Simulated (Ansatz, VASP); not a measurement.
## One calculation of LiCl, two programs

INCAR

```
  PREC = Accurate
  ENCUT = 520
  EDIFF = 1E-6
  ISMEAR = 0
  SIGMA = 0.01
  LREAL = False
  LASPH = True
  NELM = 80
  ALGO = Normal
  ISIF = 2
  LWAVE = False
  LCHARG = False
  GGA = PE
  NBANDS = 18
```

File KPOINTS:

```
Automatic mesh
0
Gamma
  6 6 4
```

The input POSCAR:

```
LiCl
1.0
    3.8871014744      0.0000000000      0.0000000000
   -1.9435507372      3.3663286239      0.0000000000
    0.0000000000      0.0000000000      6.2219196873
Li Cl
2 2
Direct
    0.3333333333      0.6666666667     -0.0029826314
    0.6666666667      0.3333333333      0.4970173686
    0.3333333333      0.6666666667      0.3779826314
    0.6666666667      0.3333333333      0.8779826314
```

Input for Ansatz:

```yaml
crystal:
  lattice:
    - [3.8871014744, 0.0, 0.0]
    - [-1.9435507372, 3.3663286239, 0.0]
    - [0.0, 0.0, 6.2219196873]
  atoms:
    - { symbol: Li, position: [0.3333333333, 0.6666666667, -0.0029826314] }
    - { symbol: Li, position: [0.6666666667, 0.3333333333, 0.4970173686] }
    - { symbol: Cl, position: [0.3333333333, 0.6666666667, 0.3779826314] }
    - { symbol: Cl, position: [0.6666666667, 0.3333333333, 0.8779826314] }
kpoints:
  mp_grid: { grid: [6, 6, 4] }
hamiltonian:
  xc: pbe
scf:
  occupations: { method: fixed }
  n_extra_bands: 5
output:
  forces: true
  stress: true
  eigenvalues: true
```

Alike in both runs: task single point; functional PBE; k mesh 6 × 6 × 4; no spin polarisation.

|  | VASP | Ansatz |
| --- | --- | --- |
| version | VASP 6.6.1 | Ansatz 0.2.0 |
| potentials or method | VASP PAW PBE potentials, release 64 (Li_sv, Cl) | plane waves, PAW |
| plane-wave cutoff (eV) | 520 | 420 |
| occupations | gaussian, width 0.01 eV | fixed |
| valence electrons in the cell | 20 | 20 |

|  | VASP | Ansatz | Ansatz less VASP |
| --- | --- | --- | --- |
| gap on the k mesh at the Fermi level (eV) | 6.04 | 6.04 | -0.006 |

Noted on VASP's run: the cutoff is short for stress, so the pressure is rough.
